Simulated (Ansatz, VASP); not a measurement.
# Two plane-wave programs on MgSi3N

```
Mg Si N
1.0
     5.90805    0.00000   -0.22921
     0.00000    2.93311    0.00000
    -2.58570    0.00000    9.51178
Mg Si N
2 6 2
Cartesian
  1.7694 1.4666 3.9410
  3.4299 1.4666 8.5828
  -1.7113 0.0000 4.9986
  2.5356 0.0000 0.1279
  1.9249 0.0000 6.8452
  0.2639 0.0000 2.2040
  -0.4149 0.0000 7.0868
  3.8320 0.0000 2.2162
  2.4911 0.0000 5.2051
  0.8299 0.0000 0.5639
```

Change from the starting cell: the structure that the rattled cell fell into.

Alike in both runs: functional PBE; k mesh 4 × 6 × 2; occupations gaussian, width 0.1 eV; no spin polarisation.

Ansatz relaxed the structure, and its values are those at the end. VASP's run is a single point on that final structure, the one shown.

|  | VASP | Ansatz |
| --- | --- | --- |
| version | VASP 6.6.1 | Ansatz 0.2.0 |
| potentials or method | VASP PAW PBE potentials, release 64 (Mg, Si, N), cutoff 520 eV | scalar-relativistic, plane waves, PAW |
| valence electrons in the cell | 38 | 54 |

```csv
,VASP,Ansatz,Ansatz less VASP
gap on the k mesh at the Fermi level (eV),none,none,-
pressure (GPa),0.0,0.1,+0.13
rms of the force components (eV/Å),0.006,0.007,+0.0010
```

A gap of «none» marks a metal or a gap that the smearing closes. The functional is the same, so the differences come from potentials, cutoffs and numerics. VASP's potentials hold 38 valence electrons a cell and Ansatz's 54, so a difference there can come from the potentials and not from the codes.
